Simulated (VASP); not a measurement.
# SnSe (Fm-3m) in VASP: a series of runs, part 3 of 3

VASP 6.6.1. The steps go on from the part before.

### 5 Electric field gradients, PBE (volume scaled by 0.98)

INCAR

```
SYSTEM = SnSe
PREC = Accurate ; ENCUT = 520
EDIFF = 1E-8 ; ISMEAR = -1
SIGMA = 0.02 ; LREAL = .False.
LASPH = .True. ; NELM = 100
ALGO = Normal ; ISIF = 2
LWAVE = .False. ; LCHARG = .False.
GGA = PE ; LEFG = .True.
NBANDS = 17
```

KPOINTS

```
regular mesh
0
Gamma
  9 9 9
  0 0 0
```

POSCAR

```
SnSe
1.0
    0.0000000000      2.9897980490      2.9897980490
    2.9897980490      0.0000000000      2.9897980490
    2.9897980490      2.9897980490      0.0000000000
Sn Se
1 1
Direct
    0.0000000000      0.0000000000      0.0000000000
    0.5000000000      0.5000000000      0.5000000000
```

Potentials or basis: VASP PAW PBE potentials, release 64 (Sn_d, Se).

On the command line:

```bash
$ cat potpaw_PBE.64/Sn_d/POTCAR potpaw_PBE.64/Se/POTCAR > POTCAR
$ mpirun -np 1 vasp_std > vasp.out
```

OUTCAR:

```text
SYSTEM = SnSe
   PREC = Accurate
   ENCUT = 520
   EDIFF = 1E-8
   ISMEAR = -1
   LREAL = .False.
   LASPH = .True.
   NELM = 100
   ISIF = 2
   GGA = PE

 ion  position               nearest neighbor table
   1  0.000  0.000  0.000-   2 2.99   2 2.99   2 2.99   2 2.99   2 2.99   2 2.99
   2  0.500  0.500  0.500-   1 2.99   1 2.99   1 2.99   1 2.99   1 2.99   1 2.99

  LATTYP: Found a face centered cubic cell.
 ALAT       =     5.9795960980

  Lattice vectors:

 A1 = (   0.0000000000,   2.9897980490,   2.9897980490)
 A2 = (   2.9897980490,   0.0000000000,   2.9897980490)
 A3 = (   2.9897980490,   2.9897980490,   0.0000000000)

Analysis of symmetry for initial positions (statically):
=====================================================================
 Subroutine PRICEL returns:
 Original cell was already a primitive cell.

 Routine SETGRP: Setting up the symmetry group for a
 face centered cubic supercell.

 Subroutine GETGRP returns: Found 48 space group operations
 (whereof 48 operations were pure point group operations)
 out of a pool of 48 trial point group operations.

The static configuration has the point symmetry O_h .

Analysis of symmetry for dynamics (positions and initial velocities):
=====================================================================
 Subroutine PRICEL returns:
 Original cell was already a primitive cell.

 Routine SETGRP: Setting up the symmetry group for a
 face centered cubic supercell.

 Subroutine GETGRP returns: Found 48 space group operations
 (whereof 48 operations were pure point group operations)
 out of a pool of 48 trial point group operations.

The dynamic configuration has the point symmetry O_h .

 Subroutine INISYM returns: Found 48 space group operations
 (whereof 48 operations are pure point group operations),
 and found     1 'primitive' translations

----------------------------------------------------------------------------------------

                                     Primitive cell

  volume of cell :      53.4510

  direct lattice vectors                    reciprocal lattice vectors
     0.000000000  2.989798049  2.989798049    -0.167235376  0.167235376  0.167235376
     2.989798049  0.000000000  2.989798049     0.167235376 -0.167235376  0.167235376
     2.989798049  2.989798049  0.000000000     0.167235376  0.167235376 -0.167235376

  length of vectors
     4.228212950  4.228212950  4.228212950     0.289660168  0.289660168  0.289660168

  position of ions in fractional coordinates (direct lattice)
     0.000000000  0.000000000  0.000000000
     0.500000000  0.500000000  0.500000000

  ion indices of the primitive-cell ions
   primitive index   ion index
                 1           1
                 2           2

----------------------------------------------------------------------------------------

 KPOINTS: regular mesh

Automatic generation of k-mesh.
 Grid dimensions read from file:
[... 65 lines left out ...]
   EDIFF  = 0.1E-07   stopping-criterion for ELM
   LREAL  =      F    real-space projection
   EDIFFG = 0.1E-06   stopping-criterion for IOM
   NSW    =      0    number of steps for IOM
   IBRION =     -1    ionic relax: 0-MD 1-quasi-New 2-CG
   NFREE  =      0    steps in history (QN), initial steepest desc. (CG)
   ISIF   =      2    stress and relaxation
   ISYM   =      2    0-nonsym 1-usesym 2-fastsym
   POTIM  = 0.5000    time-step for ionic-motion
   TEBEG  =    0.0;   TEEND  =   0.0 temperature during run
   PSTRESS=    0.0 pullay stress
   NELECT =      20.0000    total number of electrons
   NUPDOWN=      -1.0000    fix difference up-down
   EMIN   =  10.00;   EMAX   =-10.00  energy-range for DOS
   EFERMI =   0.00;   METHOD = LEGACY
   ISMEAR =    -1;   SIGMA  =   0.02  broadening in eV -4-tet -1-fermi 0-gaus
   EFERMI_NEDOS =   21; number of points for ismear=-14 and -15
   IALGO  =     38    algorithm
   IMIX   =      4    mixing-type and parameters
     AMIX     =   0.40;   BMIX     =  1.00
     AMIX_MAG =   1.60;   BMIX_MAG =  1.00
  volume/ion in A,a.u.               =      26.73       180.35
  Fermi-wavevector in a.u.,A,eV,Ry     =   1.179686  2.229283 18.934661  1.391658
  Thomas-Fermi vector in A             =   2.315992
   LORBIT       =      0    0 simple, 1 ext, 2 COOP (PROOUT), +10 PAW based schemes
   GGA     = PE    functional components
   LHFCALC =     F    Hartree Fock is set to
   AEXX    =    0.0000 exact exchange contribution
   IVDW    =     0    specifies the selected vdW correction
   LEPSILON=     F    determine dielectric tensor
   LRPA    =     F    only Hartree local field effects (RPA)
 non-spin polarized calculation
  energy-cutoff  :      520.00
  volume of cell :       53.45
 maximum number of plane-waves:      1459
   NGX = 15   NGY = 15   NGZ = 15

 number of electron      20.0000008 magnetization

 Free energy of the ion-electron system (eV)
  ---------------------------------------------------
  ext. energy  EPLUGINS =         0.00000000
  ---------------------------------------------------
  free energy    TOTEN  =        -8.20319522 eV

  energy without entropy =       -8.20319520  energy(sigma->0) =       -8.20319521

 E-fermi :   6.0720     XC(G=0):  -9.6898

 val. band max:        5.7812850932   @ k =  -0.3333   0.1111   0.0000
 cond. band min:       6.3624862165   @ k =  -0.3333   0.1111   0.0000
 fundamental gap:      0.5812011233
 Fermi energy:         6.0719760102

 k-point     1 :       0.0000    0.0000    0.0000
  band No.  band energies     occupation
      1     -15.7848      2.00000
      2     -15.7848      2.00000
      3     -15.7848      2.00000
      4     -15.7833      2.00000
      5     -15.7833      2.00000
      6      -8.1874      2.00000
[... 457 lines left out ...]
      4     -15.7663      2.00000
      5     -15.7663      2.00000
      6      -6.9632      2.00000
[... 9 lines left out ...]
     16      17.6691      0.00000
     17      18.4804      0.00000

 [... further k-points ...]
[... 5 lines left out ...]
  --------------------------------------------------------------------------------------
  -------------------------------------------------------------------------------------
  Total        0.7178034      0.7178034      0.7178034     -0.0000000      0.0000000      0.0000000
  in kB       21.5159515     21.5159515     21.5159515     -0.0000000      0.0000000      0.0000000
  external PRESSURE =      21.5159515 kB  Pullay stress =       0.0000000 kB

 VOLUME and BASIS-vectors are now :
 -----------------------------------------------------------------------------
  energy-cutoff  :      520.00
  volume of cell :       53.45
      direct lattice vectors                 reciprocal lattice vectors
     0.000000000  2.989798049  2.989798049    -0.167235376  0.167235376  0.167235376
     2.989798049  0.000000000  2.989798049     0.167235376 -0.167235376  0.167235376
     2.989798049  2.989798049  0.000000000     0.167235376  0.167235376 -0.167235376

 POSITION                                       TOTAL-FORCE (eV/Angst)
 -----------------------------------------------------------------------------------
      0.00000      0.00000      0.00000         0.000000      0.000000     -0.000000
      2.98980      2.98980      2.98980        -0.000000     -0.000000      0.000000
 -----------------------------------------------------------------------------------
    total drift:                                0.000000     -0.000000     -0.000000

  FREE ENERGIE OF THE ION-ELECTRON SYSTEM (eV)
  ---------------------------------------------------
  free  energy   TOTEN  =        -8.2031952167 eV

  energy  without entropy=       -8.2031951965  energy(sigma->0) =       -8.20319521

 Electric field gradients (V/A^2)
---------------------------------------------------------------------
 ion       V_xx      V_yy      V_zz      V_xy      V_xz      V_yz
---------------------------------------------------------------------
   1      -0.000    -0.000    -0.000     0.002     0.002     0.002
   2       0.000     0.000    -0.000    -0.000    -0.000    -0.000
---------------------------------------------------------------------

 Electric field gradients after diagonalization (V/A^2)
 (convention: |V_zz| > |V_xx| > |V_yy|)
----------------------------------------------------------------------
 ion       V_xx      V_yy      V_zz     asymmetry (V_yy - V_xx)/ V_zz
----------------------------------------------------------------------
   1      -0.002    -0.002     0.004       0.000
   2       0.000     0.000    -0.000       0.000
----------------------------------------------------------------------

           NMR quadrupolar parameters

 Cq : quadrupolar parameter    Cq=e*Q*V_zz/h
 eta: asymmetry parameters     (V_yy - V_xx)/ V_zz
 Q  : nuclear electric quadrupole moment in mb (millibarn)
----------------------------------------------------------------------
 ion       Cq(MHz)       eta       Q (mb)
----------------------------------------------------------------------
   1       0.000       0.000       1.000
   2      -0.000       0.000       1.000
----------------------------------------------------------------------
```

OSZICAR:

```text
N       E                     dE             d eps       ncg     rms          rms(c)
DAV:   1     0.135946102870E+03    0.13595E+03   -0.99482E+03  1209   0.147E+03
DAV:   2     0.465800038219E+01   -0.13129E+03   -0.12685E+03  1302   0.353E+02
DAV:   3    -0.803548919305E+01   -0.12693E+02   -0.12617E+02  1417   0.949E+01
DAV:   4    -0.836824294058E+01   -0.33275E+00   -0.33251E+00  1418   0.163E+01
DAV:   5    -0.837738108506E+01   -0.91381E-02   -0.91378E-02  1694   0.262E+00    0.316E+00
DAV:   6    -0.820255513236E+01    0.17483E+00   -0.42299E-01  1691   0.377E+00    0.188E+00
DAV:   7    -0.820117330569E+01    0.13818E-02   -0.80794E-02  1403   0.127E+00    0.917E-01
DAV:   8    -0.820332379886E+01   -0.21505E-02   -0.87228E-03  1460   0.834E-01    0.117E-01
DAV:   9    -0.820312222397E+01    0.20157E-03   -0.14214E-03  1734   0.315E-01    0.511E-02
DAV:  10    -0.820318957732E+01   -0.67353E-04   -0.16953E-04  1369   0.743E-02    0.115E-02
DAV:  11    -0.820319510440E+01   -0.55271E-05   -0.18216E-05  1582   0.383E-02    0.300E-03
DAV:  12    -0.820319535540E+01   -0.25101E-06   -0.12320E-06  1496   0.112E-02    0.176E-03
DAV:  13    -0.820319524662E+01    0.10878E-06   -0.98738E-08  1490   0.290E-03    0.558E-04
DAV:  14    -0.820319519327E+01    0.53354E-07   -0.38266E-08  1374   0.159E-03    0.199E-04
DAV:  15    -0.820319521115E+01   -0.17878E-07   -0.20749E-09   848   0.437E-04    0.725E-05
DAV:  16    -0.820319521666E+01   -0.55115E-08   -0.28824E-10   731   0.139E-04
   1 F= -.82031952E+01 E0= -.82031952E+01  d E =-.201128E-07
```

stdout:

```text
POSCAR found type information on POSCAR SnSe
 POSCAR found :  2 types and       2 ions
 scaLAPACK will be used
 LDA part: xc-table for (Slater+PW92), standard interpolation
 POSCAR, INCAR and KPOINTS ok, starting setup
 FFT: planning ... GRIDC
 FFT: planning ... GRID_SOFT
 FFT: planning ... GRID
 WAVECAR not read
 entering main loop
ion   1

ion   2
```

Wall time 21 s (1 thread of Intel Xeon Platinum 8375C at 2.90GHz (Ice Lake), shared host); peak memory 0.19 GiB.

Results:

```yaml
Free_energy: -8.2032 eV
Pressure: 2.2 GPa
```

Caveat: this odd mesh misses L, where the gap lies, so gap, dielectric constants and Born charges aren't listed; without QUAD_EFG the Cq values of the log hold for a quadrupole moment of 1 mb, not for the nuclei; spin-orbit coupling is left out, which moves the levels of the heavy elements.

### 6 Overview

| cell | pressure (GPa) |
| --- | --- |
| a = 4.340 Å, angles 60.0°, 2 atoms | -1.7 |
| a = 4.170 Å, angles 60.0°, 2 atoms | 4.8 |
| a = 4.199 Å, angles 60.0°, 2 atoms | 3.4 |
| a = 4.228 Å, angles 60.0°, 2 atoms | 2.2 |

Alike in all rows: task electric field gradients; level PBE; potentials or basis VASP PAW PBE potentials, release 64 (Sn_d, Se); no spin polarisation; k mesh 9 × 9 × 9; cutoff (eV) 520; smearing fermi-dirac 0.02 eV.

Caveats: spin-orbit coupling is left out, which moves the levels of the heavy elements.

Absolute energies hang on the potentials; compare differences alone.
